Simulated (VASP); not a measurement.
Runs of VASP 6.6.1 on Se. It takes space group P3_221 (No. 154, trigonal). Conventional cell: a = 4.355 Å, b = 4.355 Å, c = 4.949 Å, α = 90.00°, β = 90.00°, γ = 120.00°. Se (site symmetry 2) has 2 Se at 2.32 Å within 3.1 Å. 

```tsv
task	level	potentials or basis	k mesh	smearing	k mesh for the DOS	occupations for the DOS	grid for exact exchange (PRECFOCK)	screening parameter	gap on the mesh (eV)	pressure (GPa)	largest force (eV/Å)
single point	HSE06	VASP PAW PBE potentials, release 64 (Se)	4 × 4 × 3	fermi-dirac 0.05 eV	-	-	Normal	0.2079 1/Å	2.59	(b)	0.57
single point	BLYP+D3(BJ)	VASP PAW PBE potentials, release 64 (Se)	7 × 7 × 6	gaussian 0.05 eV	-	-	-	-	1.15	4.4	1.54
single point	r2SCAN	VASP PAW PBE potentials, release 64 (Se)	4 × 4 × 3	fermi-dirac 0.05 eV	-	-	-	-	1.97	4.0	(c)
single point	PBE0	VASP PAW PBE potentials, release 64 (Se)	4 × 4 × 3	fermi-dirac 0.05 eV	-	-	Normal	-	3.32	3.2	0.56
single point	r2SCAN0	VASP PAW PBE potentials, release 64 (Se)	4 × 4 × 3	fermi-dirac 0.05 eV	-	-	Normal	-	3.46	2.3	(a)
```

Alike in all rows: no spin polarisation; cell as given; cutoff (eV) 520.

Question: Estimate the missing entries.

Answer: (a) 0.36; (b) 3.3; (c) 0.79.

Caveats: some runs use coarse meshes; the PAW data sets were made with another functional, which shifts forces and pressure a little.

A k mesh can miss the band edges, and the runs leave out spin-orbit coupling on Se.
